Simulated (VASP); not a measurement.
Wanted: the native input for a VASP 6.6.1 run.

```yaml
Task: single point
Functional: PBE
Potentials_or_basis: VASP PAW PBE potentials, release 64 (Ti_sv, Nb_sv, As)
Cutoff: 500 eV
k_mesh: 3 × 3 × 6
Occupations: gaussian, width 0.1 eV
Spin: no spin polarisation
Dipole_correction: no
Further_INCAR_settings: ALGO = Normal; EDIFF = 1e-06; NBANDS = 36
```

The structure of TiNb2As3 lies in POSCAR:

```
TiNb2As3
1.0
    5.9281982800      0.0000000000      0.0000000000
   -2.9640991400      5.1339703100      0.0000000000
    0.0000000000      0.0000000000      3.5914049200
Ti Nb As
1 2 3
Direct
    0.0000000000      0.0000000000      0.0000000000
    0.3333333300      0.6666666700      0.0000000000
    0.6666666700      0.3333333300      0.0000000000
    0.5000000000      0.0000000000      0.5000000000
    0.5000000000      0.5000000000      0.5000000000
    0.0000000000      0.5000000000      0.5000000000
```

One way to write it, as run:

INCAR

```
SYSTEM = TiNb2As3
PREC = Accurate
ENCUT = 500
EDIFF = 1E-6
ISMEAR = 0
SIGMA = 0.1
LREAL = .FALSE.
LASPH = .TRUE.
NELM = 120
ALGO = Normal
ISIF = 2
LWAVE = .FALSE.
LCHARG = .FALSE.
GGA = PE
NBANDS = 36
GGA_COMPAT = .FALSE.
```

KPOINTS

```
Automatic mesh
0
G
  3 3 6
  0 0 0
```

Potentials or basis: VASP PAW PBE potentials, release 64 (Ti_sv, Nb_sv, As).

Run with:

```sh
$ cat potpaw_PBE.64/Ti_sv/POTCAR potpaw_PBE.64/Nb_sv/POTCAR potpaw_PBE.64/As/POTCAR > POTCAR
$ mpirun -np 1 vasp_std > vasp.out
```

Results of the run:

```yaml
Pressure: 14.8 GPa
```

Caveat: the k points lie up to 0.41 Å⁻¹ apart.

Wall time 65 s on 1 thread of Intel Xeon 6975P-C, with other jobs on the host, peak memory 0.26 GiB.
